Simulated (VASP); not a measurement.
# Ga (Pm-3m) in VASP: a series of runs

Ga is run at these levels: PBE; tasks: relaxation of cell and atoms.

Everything below comes from runs of VASP 6.6.1. Logs are shortened: lines on timing, memory, paths and dates and some standing lists are left out, and cuts for length are marked.

## 1. The cell of the first run

The structure is cubic, space group Pm-3m (No. 221). The conventional cell has a = 2.286 Å, b = 2.286 Å, c = 2.286 Å, α = 90.00°, β = 90.00°, γ = 90.00°. Within 3.0 Å of Ga (site symmetry m-3m) lie 6 Ga at 2.29 Å.

This isn't the form of Ga at room conditions, which is orthorhombic.

## 2. Relaxation of cell and atoms, PBE, target pressure 82 GPa, at which the enthalpy is minimised

Contents of INCAR:

```
SYSTEM = Ga
PREC = Accurate ; ENCUT = 600
EDIFF = 1E-6 ; ISMEAR = -1
SIGMA = 0.05 ; LREAL = .FALSE.
LASPH = .TRUE. ; NELM = 80
ALGO = Normal ; ISIF = 3
LWAVE = .FALSE. ; LCHARG = .FALSE.
GGA = PE ; IBRION = 2
NSW = 60 ; EDIFFG = -0.005
PSTRESS = 820.0
```

Contents of KPOINTS:

```
Automatic mesh
0
G
  16 16 16
  0 0 0
```

Contents of POSCAR:

```
Ga
1.0
    2.2860195281      0.0000000000      0.0000000000
    0.0000000000      2.2860195281      0.0000000000
    0.0000000000      0.0000000000      2.2860195281
Ga
1
Direct
    0.0000000000      0.0000000000      0.0000000000
```

Potentials or basis: VASP PAW PBE potentials, release 64 (Ga_d).

Started as:

```bash
cat potpaw_PBE.64/Ga_d/POTCAR > POTCAR
mpirun -np 1 vasp_std > vasp.out
```

OUTCAR:

```text
SYSTEM = Ga
   PREC = Accurate
   ENCUT = 600
   EDIFF = 1E-6
   ISMEAR = -1
   LREAL = .FALSE.
   LASPH = .TRUE.
   NELM = 80
   ISIF = 3
   GGA = PE
   IBRION = 2
   NSW = 60
   EDIFFG = -0.005
   PSTRESS = 820.0

 ion  position               nearest neighbor table
   1  0.000  0.000  0.000-

  LATTYP: Found a simple cubic cell.
 ALAT       =     2.2860195281

  Lattice vectors:

 A1 = (   2.2860195281,   0.0000000000,   0.0000000000)
 A2 = (   0.0000000000,   2.2860195281,   0.0000000000)
 A3 = (   0.0000000000,   0.0000000000,   2.2860195281)

Analysis of symmetry for initial positions (statically):
=====================================================================
 Subroutine PRICEL returns:
 Original cell was already a primitive cell.

 Routine SETGRP: Setting up the symmetry group for a
 simple cubic supercell.

 Subroutine GETGRP returns: Found 48 space group operations
 (whereof 48 operations were pure point group operations)
 out of a pool of 48 trial point group operations.

The static configuration has the point symmetry O_h .

Analysis of symmetry for dynamics (positions and initial velocities):
=====================================================================
 Subroutine PRICEL returns:
 Original cell was already a primitive cell.

 Routine SETGRP: Setting up the symmetry group for a
 simple cubic supercell.

 Subroutine GETGRP returns: Found 48 space group operations
 (whereof 48 operations were pure point group operations)
 out of a pool of 48 trial point group operations.

The dynamic configuration has the point symmetry O_h .

 Subroutine INISYM returns: Found 48 space group operations
 (whereof 48 operations are pure point group operations),
 and found     1 'primitive' translations

----------------------------------------------------------------------------------------

                                     Primitive cell

  volume of cell :      11.9465

  direct lattice vectors                    reciprocal lattice vectors
     2.286019528  0.000000000  0.000000000     0.437441583  0.000000000  0.000000000
     0.000000000  2.286019528  0.000000000     0.000000000  0.437441583  0.000000000
     0.000000000  0.000000000  2.286019528     0.000000000  0.000000000  0.437441583

  length of vectors
     2.286019528  2.286019528  2.286019528     0.437441583  0.437441583  0.437441583

  position of ions in fractional coordinates (direct lattice)
     0.000000000  0.000000000  0.000000000

  ion indices of the primitive-cell ions
   primitive index   ion index
                 1           1
[... 79 lines left out ...]
   ISYM   =      2    0-nonsym 1-usesym 2-fastsym
   POTIM  = 0.5000    time-step for ionic-motion
   TEBEG  =    0.0;   TEEND  =   0.0 temperature during run
   PSTRESS=  820.0 pullay stress
   NELECT =      13.0000    total number of electrons
   NUPDOWN=      -1.0000    fix difference up-down
   EMIN   =  10.00;   EMAX   =-10.00  energy-range for DOS
   EFERMI =   0.00;   METHOD = LEGACY
   ISMEAR =    -1;   SIGMA  =   0.05  broadening in eV -4-tet -1-fermi 0-gaus
   EFERMI_NEDOS =   21; number of points for ismear=-14 and -15
   IALGO  =     38    algorithm
   IMIX   =      4    mixing-type and parameters
     AMIX     =   0.40;   BMIX     =  1.00
     AMIX_MAG =   1.60;   BMIX_MAG =  1.00
  volume/ion in A,a.u.               =      11.95        80.62
  Fermi-wavevector in a.u.,A,eV,Ry     =   1.683873  3.182059 38.578346  2.835428
  Thomas-Fermi vector in A             =   2.766996
   LORBIT       =      0    0 simple, 1 ext, 2 COOP (PROOUT), +10 PAW based schemes
   GGA     = PE    functional components
   LHFCALC =     F    Hartree Fock is set to
   AEXX    =    0.0000 exact exchange contribution
   IVDW    =     0    specifies the selected vdW correction
   LEPSILON=     F    determine dielectric tensor
   LRPA    =     F    only Hartree local field effects (RPA)
 conjugate gradient relaxation of ions
 non-spin polarized calculation
  energy-cutoff  :      600.00
  volume of cell :       11.95
 maximum number of plane-waves:       432
   NGX =  9   NGY =  9   NGZ =  9

--------------------------------------- Ionic step        1  -------------------------------------------

 number of electron      13.0000018 magnetization

 Free energy of the ion-electron system (eV)
  ---------------------------------------------------
  ext. energy  EPLUGINS =         0.00000000
  ---------------------------------------------------
  free energy    TOTEN  =        -1.47775139 eV

  energy without entropy =       -1.47488797  energy(sigma->0) =       -1.47631968

------------------------ aborting loop because EDIFF is reached ----------------------------------------

  FORCE on cell =-STRESS in cart. coord.  units (eV):
  Direction    XX          YY          ZZ          XY          YZ          ZX
  --------------------------------------------------------------------------------------
  -------------------------------------------------------------------------------------
  Total        6.5115593      6.5115593      6.5115593     -0.0000000      0.0000000     -0.0000000
  in kB      873.2845419    873.2845419    873.2845419     -0.0000000      0.0000000     -0.0000000
  external PRESSURE =      53.2845419 kB  Pullay stress =     820.0000000 kB
[... 24 lines left out ...]
--------------------------------------- Ionic step        2  -------------------------------------------

 number of electron      12.9999989 magnetization

 E-fermi :   9.6765     XC(G=0): -13.0957

 val. band max:        9.6367257345   @ k =   0.4375   0.4375   0.1875
 cond. band min:       9.7055958602   @ k =   0.5000   0.3750   0.3125
 fundamental gap:      0.0688701257
 Fermi energy:         9.6764550715

 k-point     1 :       0.0000    0.0000    0.0000
  band No.  band energies     occupation
      1      -6.6880      2.00000
      2      -6.6880      2.00000
      3      -5.2616      2.00000
      4      -5.2616      2.00000
      5      -5.2616      2.00000
      6      -4.7508      2.00000
      7      22.1410      0.00000
      8      22.1410      0.00000
      9      22.1410      0.00000
     10      25.1516      0.00000
[... 409 lines left out ...]
--------------------------------------- Ionic step        5  -------------------------------------------

 number of electron      13.0000012 magnetization

 Free energy of the ion-electron system (eV)
  ---------------------------------------------------
  ext. energy  EPLUGINS =         0.00000000
  ---------------------------------------------------
  free energy    TOTEN  =        -1.56855793 eV

  energy without entropy =       -1.56566803  energy(sigma->0) =       -1.56711298

 E-fermi :  10.2468     XC(G=0): -13.3480

 val. band max:       10.1884783023   @ k =   0.4375   0.4375   0.1875
 cond. band min:      10.2541601749   @ k =   0.5000   0.3750   0.3125
 fundamental gap:      0.0656818725
 Fermi energy:        10.2468041613

 k-point     1 :       0.0000    0.0000    0.0000
  band No.  band energies     occupation
      1      -6.3048      2.00000
      2      -6.3048      2.00000
      3      -4.7479      2.00000
      4      -4.7479      2.00000
      5      -4.7479      2.00000
      6      -4.6142      2.00000
      7      23.0842      0.00000
      8      23.0842      0.00000
      9      23.0842      0.00000
     10      26.1435      0.00000
[... 331 lines left out ...]
  energy  without entropy=       -1.5656680311  energy(sigma->0) =       -1.56711298

  enthalpy is  TOTEN    =         4.6336411141 eV   P V=        6.2021990403

 reached required accuracy - stopping structural energy minimisation
```

Wall time 78 s (1 thread of Intel Xeon 8259CL, shared host); peak memory 0.14 GiB.

Results:

```
Free energy                                                : -1.5686 eV
Relaxed volume                                             : 12.12 Å³/atom
Relaxed cell                                               : a = 2.297 Å, b = 2.297 Å, c = 2.297 Å, α = 90.00°, β = 90.00°, γ = 90.00°
Space group after relaxing (to 0.1 Å)                      : Pm-3m (No. 221)
Energy change on relaxing (the run minimises the enthalpy) : -90.8 meV/atom
Ionic steps                                                : 5
Pressure after relaxing                                    : 82.1 GPa
Band gap on the k mesh                                     : zero (an odd number of electrons rules out a gap without spin polarisation)
```

The path:
```tsv
step	energy change (eV)	largest force (eV/Å)	pressure (GPa)	volume (Å³)
1	0.0000	0.0000	87.33	11.95
2	-0.3370	0.0000	67.72	12.65
3	-0.0932	0.0000	81.75	12.12
4	-0.0891	0.0000	82.18	12.11
5	-0.0908	0.0000	82.06	12.12
```

Final structure:
```
Ga
1.0
     2.29693    0.00000    0.00000
     0.00000    2.29693    0.00000
     0.00000    0.00000    2.29693
Ga
1
Direct
  0.00000 0.00000 0.00000
```

Caveat: the cell is relaxed towards a set pressure, so the run minimises the enthalpy, not the energy.

## 3. Relaxation of cell and atoms, PBE, target pressure 82 GPa, at which the enthalpy is minimised

This run uses another cell than the first one, of 12.10 Å³/atom.

Contents of INCAR:

```
  ALGO = Normal
  EDIFF = 1E-6
  EDIFFG = -0.005
  ENCUT = 600
  GGA = PE
  IBRION = 2
  ISIF = 3
  ISMEAR = -1
  LASPH = True
  LCHARG = False
  LREAL = False
  LWAVE = False
  NELM = 60
  NSW = 32
  PREC = Accurate
  PSTRESS = 820.0
  SIGMA = 0.05
```

Contents of KPOINTS:

```
k-points
0
Gamma
  16 16 16
```

Contents of POSCAR:

```
Ga
1.0
    2.2957487453      0.0000000000      0.0000000000
    0.0000000000      2.2957487453      0.0000000000
    0.0000000000      0.0000000000      2.2957487453
Ga
1
Direct
    0.0000000000      0.0000000000      0.0000000000
```

Potentials or basis: VASP PAW PBE potentials, release 64 (Ga_d).

Started as:

```bash
cat potpaw_PBE.64/Ga_d/POTCAR > POTCAR
mpirun -np 1 vasp_std > vasp.out
```

Run time: 47 s. Hardware: 1 thread of Intel Xeon 8259CL, shared host; peak memory 0.14 GiB.

The run converged. Its results:

```yaml
Free_energy: -1.5704 eV
Relaxed_volume: 12.12 Å³/atom
Relaxed_cell: a = 2.297 Å, b = 2.297 Å, c = 2.297 Å, α = 90.00°, β = 90.00°, γ = 90.00°
Space_group_after_relaxing_to_0.1_Å: Pm-3m (No. 221)
Energy_change_on_relaxing_the_run_minimises_the_enthalpy: -11.4 meV/atom
Ionic_steps: 3
Pressure_after_relaxing: 82.0 GPa
Band_gap_on_the_k_mesh: zero (an odd number of electrons rules out a gap without spin polarisation)
```

The path:
```csv
step,energy change (eV),largest force (eV/Å),pressure (GPa),volume (Å³)
1,0.0000,0.0000,82.60,12.10
2,-0.0402,0.0000,80.07,12.18
3,-0.0114,0.0000,82.04,12.12
```

Final structure:
```cif
data_structure
_symmetry_space_group_name_H-M 'P 1'
_symmetry_Int_Tables_number 1
_cell_length_a 2.2972
_cell_length_b 2.2972
_cell_length_c 2.2972
_cell_angle_alpha 90.000
_cell_angle_beta 90.000
_cell_angle_gamma 90.000
_cell_volume 12.12
loop_
_atom_site_label
_atom_site_type_symbol
_atom_site_fract_x
_atom_site_fract_y
_atom_site_fract_z
_atom_site_occupancy
Ga1 Ga 0.00000 0.00000 0.00000 1
```

Levels at points of the mesh, in eV from the Fermi level:
```tsv
k point	band 4	band 5	band 6	band 7	band 8	band 9	band 10
(0.00, 0.00, 0.00)	-14.99	-14.99	-14.86	12.83	12.83	12.83	15.89
(0.50, 0.00, 0.00)	-15.44	-14.96	-7.08	-6.93	19.06	19.06	20.82
(0.50, 0.50, 0.00)	-15.36	-14.63	-1.54	-1.54	1.00	4.21	26.39
(0.50, 0.50, 0.50)	-14.60	-14.60	4.02	4.02	4.02	10.00	10.00
```

Caveat: the cell is relaxed towards a set pressure, so the run minimises the enthalpy, not the energy.
